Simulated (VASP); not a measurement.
Here is a VASP 6.6.1 calculation.

INCAR

```
SYSTEM = CsTaS2
ALGO     = Normal         ! electronic algorithm
EDIFF    = 1E-7           ! SCF threshold, eV
ENCUT    = 520            ! plane-wave cutoff, eV
GGA      = PE             ! functional
ISIF     = 2              ! what is computed and relaxed
ISMEAR   = 0              ! smearing method
LASPH    = .TRUE.         ! aspherical terms in the spheres
LCHARG   = .FALSE.        ! write CHGCAR
LREAL    = .FALSE.        ! projectors in reciprocal space
LWAVE    = .FALSE.        ! write WAVECAR
NBANDS   = 24             ! bands
NELM     = 100            ! most SCF steps
PREC     = Accurate       ! precision mode
SIGMA    = 0.01           ! smearing width, eV
```

File KPOINTS:

```
k-points
0
G
  12 12 4
  0 0 0
```

Contents of POSCAR:

```
CsTaS2
1.0
    3.5423835622      0.0000000000      0.0000000000
   -1.7711917811      3.0677941548      0.0000000000
    0.0000000000      0.0000000000      8.2684810333
Cs Ta S
1 1 2
Direct
    0.3333333333      0.6666666667      0.5000000000
    0.6666666667      0.3333333333      0.0000000000
    0.0000000000      0.0000000000      0.1817698639
    0.0000000000      0.0000000000      0.8182301361
```

Potentials or basis: VASP PAW PBE potentials, release 64 (Cs_sv, Ta_pv, S).

Launch:

```sh
$ cat potpaw_PBE.64/Cs_sv/POTCAR potpaw_PBE.64/Ta_pv/POTCAR potpaw_PBE.64/S/POTCAR > POTCAR
$ mpirun -np 1 vasp_std > vasp.out
```

Problem. Predict the pressure.

Solution. 0.2 GPa.

Problem. Predict the largest force.

Solution. 0.021 eV/Å.

Problem. What does it give for the band gap on the k mesh?

Solution. 0.12 eV, indirect (least direct gap 0.62 eV).

Forces on the atoms (eV/Å):
```
Cs   0.000  0.000  0.000
Ta   0.000  0.000  0.000
S    0.000  0.000 -0.021
S    0.000  0.000  0.021
```

Caveat: spin-orbit coupling is left out, which moves the levels of the heavy elements. A k mesh can miss the band edges.
